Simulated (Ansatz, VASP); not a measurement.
## ZnS in VASP and in Ansatz

```
CELL_PARAMETERS angstrom
0.00000 2.74871 2.74871
2.74871 0.00000 2.74871
2.74871 2.74871 0.00000
ATOMIC_POSITIONS crystal
Zn 0.00000 0.00000 0.00000
S 0.25000 0.25000 0.25000
```

Alike in both runs: task single point; functional PBE; k mesh 6 × 6 × 6; no spin polarisation.

```csv
,VASP,Ansatz
version,VASP 6.6.1,Ansatz 0.2.0
potentials or method,"VASP PAW PBE potentials, release 64 (Zn, S)","plane waves, PAW"
plane-wave cutoff (eV),520,420
occupations,"gaussian, width 0.01 eV",fixed
valence electrons in the cell,18,18
```

|  | VASP | Ansatz | Ansatz less VASP |
| --- | --- | --- | --- |
| gap on the k mesh at the Fermi level (eV) | 1.89 | 1.89 | -0.003 |
| pressure (GPa) | -1.8 | -1.9 | -0.13 |
